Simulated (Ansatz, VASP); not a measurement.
# SrO: VASP beside Ansatz

The input INCAR:

```
SYSTEM = SrO
PREC     = Accurate       ! precision mode
ENCUT    = 600            ! plane-wave cutoff, eV
EDIFF    = 1E-6           ! SCF threshold, eV
ISMEAR   = 0              ! smearing method
SIGMA    = 0.05           ! smearing width, eV
LREAL    = .FALSE.        ! projectors in reciprocal space
LASPH    = .TRUE.         ! aspherical terms in the spheres
NELM     = 120            ! most SCF steps
ALGO     = Normal         ! electronic algorithm
ISIF     = 2              ! what is computed and relaxed
LWAVE    = .FALSE.        ! write WAVECAR
LCHARG   = .FALSE.        ! write CHGCAR
GGA      = PS             ! functional
NBANDS   = 15             ! bands
GGA_COMPAT= .FALSE.
```

Contents of KPOINTS:

```
regular mesh
0
G
  10 10 10
  0 0 0
```

The input POSCAR:

```
SrO
1.0
    0.0000000000      2.7874857681      2.7874857681
    2.7874857681      0.0000000000      2.7874857681
    2.7874857681      2.7874857681      0.0000000000
Sr O
1 1
Direct
    0.0000000000      0.0000000000      0.0000000000
    0.2500000000      0.2500000000      0.2500000000
```

Input for Ansatz:

```yaml
crystal:
  lattice:
    - [0.0, 2.7874857681, 2.7874857681]
    - [2.7874857681, 0.0, 2.7874857681]
    - [2.7874857681, 2.7874857681, 0.0]
  atoms:
    - { symbol: Sr, position: [0.0, 0.0, 0.0] }
    - { symbol: O, position: [0.25, 0.25, 0.25] }
basis:
  ecutwfc: 420
  ecutrho_ratio: 4
kpoints:
  mp_grid: { grid: [10, 10, 10] }
hamiltonian:
  xc: pbesol
scf:
  occupations: { method: gaussian, width: 0.05 }
output:
  forces: true
  stress: true
  eigenvalues: true
```

Alike in both runs: task single point; functional PBEsol; k mesh 10 × 10 × 10; occupations gaussian, width 0.05 eV; no spin polarisation.

|  | VASP | Ansatz |
| --- | --- | --- |
| version | VASP 6.6.1 | Ansatz 0.2.0 |
| potentials or method | VASP PAW PBE potentials, release 64 (Sr_sv, O), cutoff 600 eV | scalar-relativistic, plane waves, PAW |
| valence electrons in the cell | 16 | 16 |

VASP gave:

```
gap on the k mesh at the Fermi level (eV) : 2.41
least direct gap on the mesh (eV)         : 3.28
pressure (GPa)                            : -0.8
```

Task: Which values does Ansatz return?

Result: gap on the k mesh at the Fermi level (eV): 2.41; least direct gap on the mesh (eV): 3.27; pressure (GPa): -1.2.

VASP's potentials were made for PBE, not for PBEsol.
